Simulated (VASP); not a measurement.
Input of a VASP 6.6.1 run:

The input INCAR:

```
  PREC = Accurate
  ENCUT = 520
  EDIFF = 1E-6
  ISMEAR = -1
  SIGMA = 0.05
  LREAL = F
  LASPH = T
  NELM = 100
  ALGO = Normal
  ISIF = 2
  LWAVE = F
  LCHARG = F
  GGA = CA
  NBANDS = 17
```

The input KPOINTS:

```
Automatic mesh
0
Gamma
  14 14 12
```

Contents of POSCAR:

```
B2W
1.0
    2.9898014063      0.0000000000      0.0000000000
   -1.4949007032      2.5892439701      0.0000000000
    0.0000000000      0.0000000000      3.0500000000
B W
2 1
Direct
    0.3333333333      0.6666666667      0.5000000000
    0.6666666667      0.3333333333      0.5000000000
    0.0000000000      0.0000000000      0.0000000000
```

Potentials or basis: VASP PAW LDA potentials, release 64 (B, W_sv).

The run is started by

```console
$ cat potpaw_LDA.64/B/POTCAR potpaw_LDA.64/W_sv/POTCAR > POTCAR
$ mpirun -np 1 vasp_std > vasp.out
```

**Question.** Predict the pressure.

**Answer.** 33.8 GPa.

**Question.** Predict the band gap on the k mesh.

**Answer.** Zero (band 10 reaches 16.00 eV, above the bottom of band 11 at 11.19 eV).

Stress tensor (GPa, compression positive):
```
29.05  0.00  0.00
 0.00 29.05  0.00
 0.00  0.00 43.30
```

Caveat: the cell differs from its parent crystal (equal xx and yy strain of -1 %); spin-orbit coupling is left out, which moves the levels of the heavy elements.
